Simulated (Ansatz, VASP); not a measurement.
## One calculation of GaN, two programs

File INCAR:

```
SYSTEM = GaN
ALGO = Normal
EDIFF = 1E-6
ENCUT = 600
GGA = PE
GGA_COMPAT = .FALSE.
ISIF = 2
ISMEAR = 0
LASPH = .TRUE.
LCHARG = .TRUE.
LELF = .TRUE.
LREAL = .FALSE.
LVHAR = .TRUE.
LWAVE = .FALSE.
NBANDS = 26
NELM = 120
PREC = Accurate
SIGMA = 0.01
```

The input KPOINTS:

```
k-points
0
G
  6 6 2
  0 0 0
```

The input POSCAR:

```
GaN
1.0
    3.1800000000      0.0000000000      0.0000000000
   -1.5900000000      2.7539600000      0.0000000000
    0.0000000000      0.0000000000      5.1660000000
Ga N
2 2
Direct
    0.3333333333      0.6666666667      0.0000000000
    0.6666666667      0.3333333333      0.5000000000
    0.3333333333      0.6666666667      0.3750000000
    0.6666666667      0.3333333333      0.8750000000
```

Input for Ansatz:

```yaml
crystal:
  lattice:
    - [3.18, 0.0, 0.0]
    - [-1.59, 2.75396, 0.0]
    - [0.0, 0.0, 5.166]
  atoms:
    - { symbol: Ga, position: [0.3333333333333333, 0.6666666666666666, 0.0] }
    - { symbol: Ga, position: [0.6666666666666666, 0.3333333333333333, 0.5] }
    - { symbol: "N", position: [0.3333333333333333, 0.6666666666666666, 0.375] }
    - { symbol: "N", position: [0.6666666666666666, 0.3333333333333333, 0.875] }
kpoints:
  mp_grid:
    grid: [6, 6, 2]
hamiltonian:
  xc: pbe
  pseudopotentials:
    kind: paw
scf:
  occupations:
    method: fixed
output:
  stress: true
```

Alike in both runs: task single point; functional PBE; k mesh 6 × 6 × 2; no spin polarisation.

```csv
,VASP,Ansatz
version,VASP 6.6.1,Ansatz 0.2.0
potentials or method,"VASP PAW PBE potentials, release 64 (Ga_d, N)","plane waves, PAW"
plane-wave cutoff (eV),600,420
occupations,"gaussian, width 0.01 eV",fixed
valence electrons in the cell,36,36
```

VASP gave:

| Quantity | Value |
| --- | --- |
| pressure (GPa) | 7.1 |
| traceless stress, the component that is largest in VASP (GPa) | 1.49 |

Question: Which values does Ansatz return?

Answer: Pressure (GPa): 7.2; traceless stress, the component that is largest in VASP (GPa): 1.48.

The k mesh is coarse, so the values compare programs but aren't converged.
